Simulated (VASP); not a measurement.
Write the native input for VASP 6.6.1 that does the following.

```
Task                   : single point
Functional             : PBE
Potentials or basis    : VASP PAW PBE potentials, release 64 (Na_pv)
Cutoff                 : 520 eV
k mesh                 : 19 × 19 × 19
Occupations            : fermi-dirac, width 0.0612256 eV
Spin                   : no spin polarisation
Dipole correction      : no
Further INCAR settings : ALGO = Normal; EDIFF = 1e-06; NBANDS = 10
```

The structure of Na lies in POSCAR:

```
Na
1.0
   -2.0990938446      2.0990938446      2.0990938446
    2.0990938446     -2.0990938446      2.0990938446
    2.0990938446      2.0990938446     -2.0990938446
Na
1
Direct
    0.0000000000      0.0000000000      0.0000000000
```

These files were run (other wordings do the same):

INCAR

```
PREC = Accurate
ENCUT = 520
EDIFF = 1E-6
ISMEAR = -1
SIGMA = 0.06122561905347299
LREAL = F
LASPH = T
NELM = 80
ALGO = Normal
ISIF = 2
LWAVE = F
LCHARG = F
GGA = PE
NBANDS = 10
```

KPOINTS

```
Automatic mesh
0
Gamma
  19 19 19
```

Potentials or basis: VASP PAW PBE potentials, release 64 (Na_pv).

Command:

```console
$ cat potpaw_PBE.64/Na_pv/POTCAR > POTCAR
$ mpirun -np 1 vasp_std > vasp.out
```

Results of the run:

```
Pressure : 0.0 GPa
```

Run time: 19 s on 1 thread of Intel(R) Xeon(R) 6975P-C (Granite Rapids), with other jobs on the host, peak memory 0.19 GiB.
